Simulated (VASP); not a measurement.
A run of VASP 6.6.1:

INCAR

```
SYSTEM = Rb2Al
ALGO = Fast ; EDIFF = 1E-7
ENCUT = 520 ; GGA = PE
ISIF = 2 ; ISMEAR = 0
LASPH = .TRUE. ; LCHARG = .FALSE.
LREAL = .FALSE. ; LWAVE = .FALSE.
NBANDS = 30 ; NELM = 100
PREC = Accurate ; SIGMA = 0.1
```

The input KPOINTS:

```
k-points
0
G
  6 6 8
  0 0 0
```

Contents of POSCAR:

```
Rb2Al
1.0
    9.6619801780      0.0000000000      0.0000000000
    0.0000000000      9.6619801780      0.0000000000
    0.0000000000      0.0000000000      3.9187542808
Rb Al
4 2
Direct
    0.2668993024      0.2668993024      0.0000000000
    0.2331006976      0.7668993024      0.5000000000
    0.7331006976      0.7331006976      0.0000000000
    0.7668993024      0.2331006976      0.5000000000
    0.0000000000      0.0000000000      0.0000000000
    0.5000000000      0.5000000000      0.5000000000
```

Potentials or basis: VASP PAW PBE potentials, release 64 (Rb_sv, Al).

Run with:

```console
$ cat potpaw_PBE.64/Rb_sv/POTCAR potpaw_PBE.64/Al/POTCAR > POTCAR
$ mpirun -np 1 vasp_std > vasp.out
```

Hardware: 1 thread of Intel Xeon 8259CL, with other jobs on the host.

Q: How long does it take, and how much memory?

A: It took 34 min on 1 thread of Intel Xeon 8259CL (shared host), peak memory 0.66 GiB. Counts: scf iterations 25, k points 50.
